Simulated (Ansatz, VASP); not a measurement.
## AlNi in VASP and in Ansatz

```
Al Ni
1.0
     2.04281   -2.11942    0.00000
     2.04281    2.11942    0.00000
     0.00000    0.00000    2.90114
Al Ni
1 1
Direct
  0.00000 0.00000 0.00000
  0.50000 0.50000 0.50000
```

Alike in both runs: task single point; functional PBE; k mesh 20 × 20 × 20; occupations gaussian, width 0.15 eV; no spin polarisation.

```csv
,VASP,Ansatz
version,VASP 6.6.1,Ansatz 0.2.0
potentials or method,"VASP PAW PBE potentials, release 64 (Al, Ni), cutoff 600 eV","scalar-relativistic, plane waves, PAW"
valence electrons in the cell,13,21
```

```tsv
	VASP	Ansatz	Ansatz less VASP
gap on the k mesh at the Fermi level (eV)	none	none	-
pressure (GPa)	-5.2	-5.2	+0.05
traceless stress, the component that is largest in VASP (GPa)	-4.12	-4.12	-0.003
```

A gap of «none» marks a metal or a gap that the smearing closes. The functional is the same, so the differences come from potentials, cutoffs and numerics. VASP's potentials hold 13 valence electrons a cell and Ansatz's 21, so a difference there can come from the potentials and not from the codes.
